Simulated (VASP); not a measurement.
# MgO (sol) (Fm-3m) in VASP: notebook, part 2 of 2

VASP 6.6.1.

**3. Single point, PBEsol**

Input file INCAR:

```
PREC = Accurate
ENCUT = 600
EDIFF = 1E-6
ISMEAR = 0
SIGMA = 0.02
LREAL = False
LASPH = True
NELM = 120
ALGO = Normal
ISIF = 2
LWAVE = False
LCHARG = True
GGA = PS
LELF = True
LVHAR = True
NBANDS = 11
GGA_COMPAT = False
```

Input file KPOINTS:

```
Automatic mesh
0
Gamma
  8 8 8
```

Input file POSCAR:

```
MgO
1.0
    0.0000000000      2.1073780802      2.1073780802
    2.1073780802      0.0000000000      2.1073780802
    2.1073780802      2.1073780802      0.0000000000
Mg O
1 1
Direct
    0.0000000000      0.0000000000      0.0000000000
    0.5000000000      0.5000000000      0.5000000000
```

Potentials or basis: VASP PAW PBE potentials, release 64 (Mg, O).

On the command line:

```console
> cat potpaw_PBE.64/Mg/POTCAR potpaw_PBE.64/O/POTCAR > POTCAR
> mpirun -np 1 vasp_std > vasp.out
```

OUTCAR:

```text
PREC = Accurate
   ENCUT = 600
   EDIFF = 1E-6
   ISMEAR = 0
   LREAL = False
   LASPH = True
   NELM = 120
   ISIF = 2
   GGA = PS

 ion  position               nearest neighbor table
   1  0.000  0.000  0.000-   2 2.11   2 2.11   2 2.11   2 2.11   2 2.11   2 2.11
   2  0.500  0.500  0.500-   1 2.11   1 2.11   1 2.11   1 2.11   1 2.11   1 2.11

  LATTYP: Found a face centered cubic cell.
 ALAT       =     4.2147561604

  Lattice vectors:

 A1 = (   0.0000000000,   2.1073780802,   2.1073780802)
 A2 = (   2.1073780802,   0.0000000000,   2.1073780802)
 A3 = (   2.1073780802,   2.1073780802,   0.0000000000)

Analysis of symmetry for initial positions (statically):
=====================================================================
 Subroutine PRICEL returns:
 Original cell was already a primitive cell.

 Routine SETGRP: Setting up the symmetry group for a
 face centered cubic supercell.

 Subroutine GETGRP returns: Found 48 space group operations
 (whereof 48 operations were pure point group operations)
 out of a pool of 48 trial point group operations.

The static configuration has the point symmetry O_h .

Analysis of symmetry for dynamics (positions and initial velocities):
=====================================================================
 Subroutine PRICEL returns:
 Original cell was already a primitive cell.

 Routine SETGRP: Setting up the symmetry group for a
 face centered cubic supercell.

 Subroutine GETGRP returns: Found 48 space group operations
 (whereof 48 operations were pure point group operations)
 out of a pool of 48 trial point group operations.

The dynamic configuration has the point symmetry O_h .

 Subroutine INISYM returns: Found 48 space group operations
 (whereof 48 operations are pure point group operations),
 and found     1 'primitive' translations

----------------------------------------------------------------------------------------

                                     Primitive cell

  volume of cell :      18.7179
[... 111 lines left out ...]
  Fermi-wavevector in a.u.,A,eV,Ry     =   1.233159  2.330332 20.690119  1.520681
  Thomas-Fermi vector in A             =   2.367900
   LORBIT       =      0    0 simple, 1 ext, 2 COOP (PROOUT), +10 PAW based schemes
   GGA     = PS    functional components
   LHFCALC =     F    Hartree Fock is set to
   AEXX    =    0.0000 exact exchange contribution
   IVDW    =     0    specifies the selected vdW correction
   LEPSILON=     F    determine dielectric tensor
   LRPA    =     F    only Hartree local field effects (RPA)
 non-spin polarized calculation
 Gauss-broadening in eV      SIGMA  =   0.02
  energy-cutoff  :      600.00
  volume of cell :       18.72
 maximum number of plane-waves:       637
   NGX = 11   NGY = 11   NGZ = 11

 number of electron       8.0000005 magnetization

 Free energy of the ion-electron system (eV)
  ---------------------------------------------------
  ext. energy  EPLUGINS =         0.00000000
  ---------------------------------------------------
  free energy    TOTEN  =       -12.51538293 eV

  energy without entropy =      -12.51538293  energy(sigma->0) =      -12.51538293

 E-fermi :   3.2286     XC(G=0): -11.3007

 val. band max:        3.0511637942   @ k =   0.0000   0.0000   0.0000
 cond. band min:       7.6682205174   @ k =   0.0000   0.0000   0.0000
 fundamental gap:      4.6170567233
 Fermi energy:         3.2285953611

 k-point     1 :       0.0000    0.0000    0.0000
  band No.  band energies     occupation
      1     -14.1439      2.00000
      2       3.0512      2.00000
      3       3.0512      2.00000
      4       3.0512      2.00000
      5       7.6682      0.00000
      6      18.6746      0.00000
      7      18.6746      0.00000
      8      18.6746      0.00000
      9      22.5117      0.00000
     10      24.3934      0.00000
     11      24.3934      0.00000
[... 309 lines left out ...]
 k-point    24 :      -0.3750    0.2500    0.1250
  band No.  band energies     occupation
      1     -12.6812      2.00000
      2      -0.9990      2.00000
      3       1.0875      2.00000
      4       2.0527      2.00000
      5      12.5693      0.00000
      6      15.1126      0.00000
      7      16.4110      0.00000
      8      19.7995      0.00000
      9      23.4059      0.00000
     10      24.9520      0.00000
     11      29.0435      0.00000

 [... further k-points ...]
[... 5 lines left out ...]
  --------------------------------------------------------------------------------------
  -------------------------------------------------------------------------------------
  Total       -0.0928041     -0.0928041     -0.0928041      0.0000000      0.0000000      0.0000000
  in kB       -7.9436555     -7.9436555     -7.9436555      0.0000000      0.0000000      0.0000000
  external PRESSURE =      -7.9436555 kB  Pullay stress =       0.0000000 kB

 VOLUME and BASIS-vectors are now :
 -----------------------------------------------------------------------------
  energy-cutoff  :      600.00
  volume of cell :       18.72
      direct lattice vectors                 reciprocal lattice vectors
     0.000000000  2.107378080  2.107378080    -0.237261650  0.237261650  0.237261650
     2.107378080  0.000000000  2.107378080     0.237261650 -0.237261650  0.237261650
     2.107378080  2.107378080  0.000000000     0.237261650  0.237261650 -0.237261650

 POSITION                                       TOTAL-FORCE (eV/Angst)
 -----------------------------------------------------------------------------------
      0.00000      0.00000      0.00000        -0.000000     -0.000000     -0.000000
      2.10738      2.10738      2.10738         0.000000      0.000000      0.000000
 -----------------------------------------------------------------------------------
    total drift:                               -0.000000     -0.000000      0.000000

  FREE ENERGIE OF THE ION-ELECTRON SYSTEM (eV)
  ---------------------------------------------------
  free  energy   TOTEN  =       -12.5153829305 eV

  energy  without entropy=      -12.5153829305  energy(sigma->0) =      -12.51538293
```

stdout:

```text
POSCAR found type information on POSCAR MgO
 POSCAR found :  2 types and       2 ions
 scaLAPACK will be used
 -----------------------------------------------------------------------------
|                                                                             |
|                                                                             |
|     You enforced a specific xc type in the INCAR file but a different       |
|     I HOPE YOU KNOW WHAT YOU ARE DOING!                                     |
|                                                                             |
 -----------------------------------------------------------------------------

 LDA part: xc-table for (Slater+PW92), standard interpolation
 POSCAR, INCAR and KPOINTS ok, starting setup
 FFT: planning ... GRIDC
 FFT: planning ... GRID_SOFT
 FFT: planning ... GRID
 WAVECAR not read
 entering main loop
```

Run time: 5.2 s. Hardware: 1 thread of AMD EPYC 9R45 (Zen 5), shared host; peak memory 0.11 GiB.

What came out:

```yaml
Free_energy: -12.5154 eV
Pressure: -0.8 GPa
Band_gap_on_the_k_mesh: 4.62 eV, direct
```

Levels at points of the mesh, in eV from the valence-band top:
```tsv
k point	band 2	band 3	band 4	band 5	band 6	band 7
(0.00, 0.00, 0.00)	0.00	0.00	0.00	4.62	15.62	15.62
(0.50, 0.00, 0.00)	-4.67	-0.66	-0.66	7.73	12.48	16.16
(0.50, 0.50, 0.00)	-4.14	-1.36	-1.36	8.92	9.86	12.95
```

Caveat: the PAW data sets were made with another functional, which shifts forces and pressure a little.

**4. Single point, PBEsol**

Input file INCAR:

```
PREC = Accurate
ENCUT = 600
EDIFF = 1E-6
ISMEAR = 0
SIGMA = 0.01
LREAL = False
LASPH = True
NELM = 120
ALGO = Normal
ISIF = 2
LWAVE = False
LCHARG = False
GGA = PS
NBANDS = 11
GGA_COMPAT = False
```

Input file KPOINTS:

```
regular mesh
0
Gamma
  8 8 8
```

POSCAR is that of step 3.

Potentials or basis: VASP PAW PBE potentials, release 64 (Mg, O).

On the command line:

```console
> cat potpaw_PBE.64/Mg/POTCAR potpaw_PBE.64/O/POTCAR > POTCAR
> mpirun -np 1 vasp_std > vasp.out
```

OUTCAR:

```text
PREC = Accurate
   ENCUT = 600
   EDIFF = 1E-6
   ISMEAR = 0
   LREAL = False
   LASPH = True
   NELM = 120
   ISIF = 2
   GGA = PS

 ion  position               nearest neighbor table
   1  0.000  0.000  0.000-   2 2.11   2 2.11   2 2.11   2 2.11   2 2.11   2 2.11
   2  0.500  0.500  0.500-   1 2.11   1 2.11   1 2.11   1 2.11   1 2.11   1 2.11

  LATTYP: Found a face centered cubic cell.
 ALAT       =     4.2147561604

  Lattice vectors:

 A1 = (   0.0000000000,   2.1073780802,   2.1073780802)
 A2 = (   2.1073780802,   0.0000000000,   2.1073780802)
[... 514 lines left out ...]
      8      19.7995      0.00000
      9      23.4059      0.00000
     10      24.9520      0.00000
     11      29.0435      0.00000

 [... further k-points ...]
[... 5 lines left out ...]
  --------------------------------------------------------------------------------------
  -------------------------------------------------------------------------------------
  Total       -0.0928041     -0.0928041     -0.0928041     -0.0000000     -0.0000000      0.0000000
  in kB       -7.9436556     -7.9436556     -7.9436556     -0.0000000     -0.0000000      0.0000000
  external PRESSURE =      -7.9436556 kB  Pullay stress =       0.0000000 kB

 VOLUME and BASIS-vectors are now :
 -----------------------------------------------------------------------------
  energy-cutoff  :      600.00
  volume of cell :       18.72
      direct lattice vectors                 reciprocal lattice vectors
     0.000000000  2.107378080  2.107378080    -0.237261650  0.237261650  0.237261650
     2.107378080  0.000000000  2.107378080     0.237261650 -0.237261650  0.237261650
     2.107378080  2.107378080  0.000000000     0.237261650  0.237261650 -0.237261650

 POSITION                                       TOTAL-FORCE (eV/Angst)
 -----------------------------------------------------------------------------------
      0.00000      0.00000      0.00000        -0.000000     -0.000000      0.000000
      2.10738      2.10738      2.10738         0.000000      0.000000     -0.000000
 -----------------------------------------------------------------------------------
    total drift:                               -0.000000     -0.000000      0.000000

  FREE ENERGIE OF THE ION-ELECTRON SYSTEM (eV)
  ---------------------------------------------------
  free  energy   TOTEN  =       -12.5153829305 eV

  energy  without entropy=      -12.5153829305  energy(sigma->0) =      -12.51538293
```

OSZICAR:

```text
N       E                     dE             d eps       ncg     rms          rms(c)
DAV:   1     0.129149173639E+02    0.12915E+02   -0.50563E+03   726   0.728E+02
DAV:   2    -0.133354790649E+02   -0.26250E+02   -0.25858E+02   739   0.136E+02
DAV:   3    -0.138977694332E+02   -0.56229E+00   -0.56162E+00   760   0.171E+01
DAV:   4    -0.138990777807E+02   -0.13083E-02   -0.13083E-02   713   0.941E-01
DAV:   5    -0.138990818309E+02   -0.40502E-05   -0.40502E-05   737   0.526E-02    0.666E+00
DAV:   6    -0.125524385894E+02    0.13466E+01   -0.76399E+00   662   0.151E+01    0.220E+00
DAV:   7    -0.125292266796E+02    0.23212E-01   -0.48958E-02   695   0.208E+00    0.130E+00
DAV:   8    -0.125157592795E+02    0.13467E-01   -0.24117E-02   665   0.177E+00    0.224E-01
DAV:   9    -0.125154713700E+02    0.28791E-03   -0.34791E-04   719   0.133E-01    0.141E-01
DAV:  10    -0.125153810296E+02    0.90340E-04   -0.44260E-04   716   0.161E-01    0.522E-03
DAV:  11    -0.125153824394E+02   -0.14098E-05   -0.44833E-06   692   0.151E-02    0.339E-03
DAV:  12    -0.125153829305E+02   -0.49112E-06   -0.92020E-08   355   0.330E-03
   1 F= -.12515383E+02 E0= -.12515383E+02  d E =-.258879E-28
```

stdout:

```text
POSCAR found type information on POSCAR MgO
 POSCAR found :  2 types and       2 ions
 scaLAPACK will be used
 -----------------------------------------------------------------------------
|                                                                             |
|                                                                             |
|     You enforced a specific xc type in the INCAR file but a different       |
|     I HOPE YOU KNOW WHAT YOU ARE DOING!                                     |
|                                                                             |
 -----------------------------------------------------------------------------

 LDA part: xc-table for (Slater+PW92), standard interpolation
 POSCAR, INCAR and KPOINTS ok, starting setup
 FFT: planning ... GRIDC
 FFT: planning ... GRID_SOFT
 FFT: planning ... GRID
 WAVECAR not read
 entering main loop
```

Wall time 4.9 s (1 thread of AMD EPYC 9R45 (Zen 5), shared host); peak memory 0.11 GiB.

What came out:

- Free energy: -12.5154 eV
- Pressure: -0.8 GPa
- Band gap on the k mesh: 4.62 eV, direct

Levels at points of the mesh, in eV from the valence-band top:
| k point | band 1 | band 2 | band 3 | band 4 | band 5 | band 6 | band 7 | band 8 | band 9 |
| --- | --- | --- | --- | --- | --- | --- | --- | --- | --- |
| (0.00, 0.00, 0.00) | -17.20 | 0.00 | 0.00 | 0.00 | 4.62 | 15.62 | 15.62 | 15.62 | 19.46 |
| (0.50, 0.00, 0.00) | -15.89 | -4.67 | -0.66 | -0.66 | 7.73 | 12.48 | 16.16 | 16.16 | 20.74 |
| (0.50, 0.50, 0.00) | -15.62 | -4.14 | -1.36 | -1.36 | 8.92 | 9.86 | 12.95 | 18.81 | 18.81 |

Caveat: the PAW data sets were made with another functional, which shifts forces and pressure a little.

**5. Relaxation of cell and atoms, PBEsol**

Input file INCAR:

```
SYSTEM = MgO
ALGO = Normal
EDIFF = 1E-7
EDIFFG = -0.002
ENCUT = 600
GGA = PS
GGA_COMPAT = .False.
IBRION = 2
ISIF = 3
ISMEAR = 0
LASPH = .True.
LCHARG = .False.
LREAL = .False.
LWAVE = .False.
NELM = 120
NELMIN = 4
NSW = 100
PREC = Accurate
SIGMA = 0.02
```

Input file KPOINTS:

```
k-points
0
Gamma
  8 8 8
  0 0 0
```

Input file POSCAR:

```
MgO
1.0
    0.0000000000      2.1060000000      2.1060000000
    2.1060000000      0.0000000000      2.1060000000
    2.1060000000      2.1060000000      0.0000000000
Mg O
1 1
Direct
    0.0000000000      0.0000000000      0.0000000000
    0.5000000000      0.5000000000      0.5000000000
```

Potentials or basis: VASP PAW PBE potentials, release 64 (Mg, O).

On the command line:

```console
> cat potpaw_PBE.64/Mg/POTCAR potpaw_PBE.64/O/POTCAR > POTCAR
> mpirun -np 1 vasp_std > vasp.out
```

OUTCAR:

```text
SYSTEM = MgO
   EDIFF = 1E-7
   EDIFFG = -0.002
   ENCUT = 600
   GGA = PS
   IBRION = 2
   ISIF = 3
   ISMEAR = 0
   LASPH = .True.
   LREAL = .False.
   NELM = 120
   NELMIN = 4
   NSW = 100
   PREC = Accurate

 ion  position               nearest neighbor table
   1  0.000  0.000  0.000-   2 2.11   2 2.11   2 2.11   2 2.11   2 2.11   2 2.11
   2  0.500  0.500  0.500-   1 2.11   1 2.11   1 2.11   1 2.11   1 2.11   1 2.11

  LATTYP: Found a face centered cubic cell.
 ALAT       =     4.2120000000

  Lattice vectors:

 A1 = (   0.0000000000,   2.1060000000,   2.1060000000)
 A2 = (   2.1060000000,   0.0000000000,   2.1060000000)
 A3 = (   2.1060000000,   2.1060000000,   0.0000000000)

Analysis of symmetry for initial positions (statically):
=====================================================================
 Subroutine PRICEL returns:
 Original cell was already a primitive cell.

 Routine SETGRP: Setting up the symmetry group for a
 face centered cubic supercell.

 Subroutine GETGRP returns: Found 48 space group operations
 (whereof 48 operations were pure point group operations)
 out of a pool of 48 trial point group operations.

[... 170 lines left out ...]
  -------------------------------------------------------------------------------------
  Total       -0.0549367     -0.0549367     -0.0549367      0.0000000      0.0000000      0.0000000
  in kB       -4.7115968     -4.7115968     -4.7115968      0.0000000      0.0000000      0.0000000
  external PRESSURE =      -4.7115968 kB  Pullay stress =       0.0000000 kB
[... 59 lines left out ...]
--------------------------------------- Ionic step        3  -------------------------------------------

 number of electron       8.0000005 magnetization

 Free energy of the ion-electron system (eV)
  ---------------------------------------------------
  ext. energy  EPLUGINS =         0.00000000
  ---------------------------------------------------
  free energy    TOTEN  =       -12.51552449 eV

  energy without entropy =      -12.51552449  energy(sigma->0) =      -12.51552449

 E-fermi :   3.2761     XC(G=0): -11.3245

 val. band max:        3.0880239829   @ k =   0.0000   0.0000   0.0000
 cond. band min:       7.7528228571   @ k =   0.0000   0.0000   0.0000
 fundamental gap:      4.6647988741
 Fermi energy:         3.2760971185

 k-point     1 :       0.0000    0.0000    0.0000
  band No.  band energies     occupation
      1     -14.1326      2.00000
      2       3.0880      2.00000
      3       3.0880      2.00000
      4       3.0880      2.00000
      5       7.7528      0.00000
      6      18.7390      0.00000
      7      18.7390      0.00000
      8      18.7390      0.00000
[... 243 lines left out ...]
 k-point    24 :      -0.3750    0.2500    0.1250
  band No.  band energies     occupation
      1     -12.6560      2.00000
      2      -0.9815      2.00000
      3       1.1133      2.00000
      4       2.0829      2.00000
      5      12.6408      0.00000
      6      15.1959      0.00000
      7      16.5007      0.00000
      8      19.8964      0.00000

 [... further k-points ...]
[... 5 lines left out ...]
  --------------------------------------------------------------------------------------
  -------------------------------------------------------------------------------------
  Total        0.0003042      0.0003042      0.0003042     -0.0000000     -0.0000000      0.0000000
  in kB        0.0261649      0.0261649      0.0261649     -0.0000000     -0.0000000      0.0000000
  external PRESSURE =       0.0261649 kB  Pullay stress =       0.0000000 kB
[... 17 lines left out ...]
  FREE ENERGIE OF THE ION-ELECTRON SYSTEM (eV)
  ---------------------------------------------------
  free  energy   TOTEN  =       -12.5155244887 eV

  energy  without entropy=      -12.5155244887  energy(sigma->0) =      -12.51552449

 reached required accuracy - stopping structural energy minimisation
```

OSZICAR:

```text
N       E                     dE             d eps       ncg     rms          rms(c)
DAV:   1     0.211889430696E+02    0.21189E+02   -0.53902E+03   512   0.101E+03
DAV:   2    -0.134044263752E+02   -0.34593E+02   -0.32665E+02   584   0.159E+02
DAV:   3    -0.138989393608E+02   -0.49451E+00   -0.49451E+00   552   0.231E+01
[... 20 lines left out ...]
DAV:   1    -0.125155807855E+02   -0.65885E-04   -0.12096E-03   464   0.357E-01    0.564E-02
DAV:   2    -0.125155249249E+02    0.55861E-04   -0.39944E-04   464   0.148E-01    0.545E-03
DAV:   3    -0.125155250289E+02   -0.10398E-06   -0.33216E-06   512   0.226E-02    0.337E-03
DAV:   4    -0.125155245646E+02    0.46430E-06   -0.29260E-07   464   0.572E-03    0.747E-04
DAV:   5    -0.125155244887E+02    0.75857E-07   -0.33802E-08   256   0.147E-03
   3 F= -.12515524E+02 E0= -.12515524E+02  d E =-.817614E-04
```

Wall time 8 s (1 thread of AMD EPYC 9R45 (Zen 5), shared host); peak memory 0.11 GiB.

Results:

```yaml
Free_energy: -12.5155 eV
Relaxed_volume: 9.31 Å³/atom
Relaxed_cell: a = 2.975 Å, b = 2.975 Å, c = 2.975 Å, α = 60.00°, β = 60.00°, γ = 60.00°
Space_group_after_relaxing_to_0.05_Å: Fm-3m (No. 225)
Energy_gained_by_relaxing: 0.0 meV/atom
Ionic_steps: 3
Pressure_after_relaxing: 0.0 GPa
Band_gap_on_the_k_mesh: 4.66 eV, direct
```

Final structure:
```xyz
2
Lattice="0.0000 2.1039 2.1039 2.1039 0.0000 2.1039 2.1039 2.1039 0.0000" Properties=species:S:1:pos:R:3 pbc="T T T"
Mg    0.0000    0.0000    0.0000
O     2.1039    2.1039    2.1039
```

Levels at points of the mesh, in eV from the valence-band top:
```tsv
k point	band 1	band 2	band 3	band 4	band 5	band 6	band 7	band 8
(0.00, 0.00, 0.00)	-17.22	0.00	0.00	0.00	4.66	15.65	15.65	15.65
(0.50, 0.00, 0.00)	-15.90	-4.69	-0.67	-0.67	7.77	12.54	16.21	16.21
(0.50, 0.50, 0.00)	-15.63	-4.16	-1.37	-1.37	8.93	9.91	13.00	18.89
```

Caveat: the PAW data sets were made with another functional, which shifts forces and pressure a little.

**6. The runs side by side**

| task | cell | smearing | gap on the mesh (eV) | pressure (GPa) |
| --- | --- | --- | --- | --- |
| single point | a = 2.978 Å, angles 60.0°, 2 atoms | gaussian 0.1 eV | 4.64 | -0.5 |
| single point | a = 2.980 Å, angles 60.0°, 2 atoms | gaussian 0.02 eV | 4.62 | -0.8 |
| single point | a = 2.980 Å, angles 60.0°, 2 atoms | gaussian 0.01 eV | 4.62 | -0.8 |
| relaxation of cell and atoms | relaxed from a = 2.978 Å, angles 60.0°, 2 atoms | gaussian 0.02 eV | 4.66 | 0.0 |

Alike in all rows: level PBEsol; potentials or basis VASP PAW PBE potentials, release 64 (Mg, O); no spin polarisation; k mesh 8 × 8 × 8; cutoff (eV) 600.

On the cell as given the gap runs from 4.62 eV (PBEsol) to 4.64 eV (PBEsol).

Caveats: the PAW data sets were made with another functional, which shifts forces and pressure a little.

Absolute energies hang on the potentials; compare differences alone.
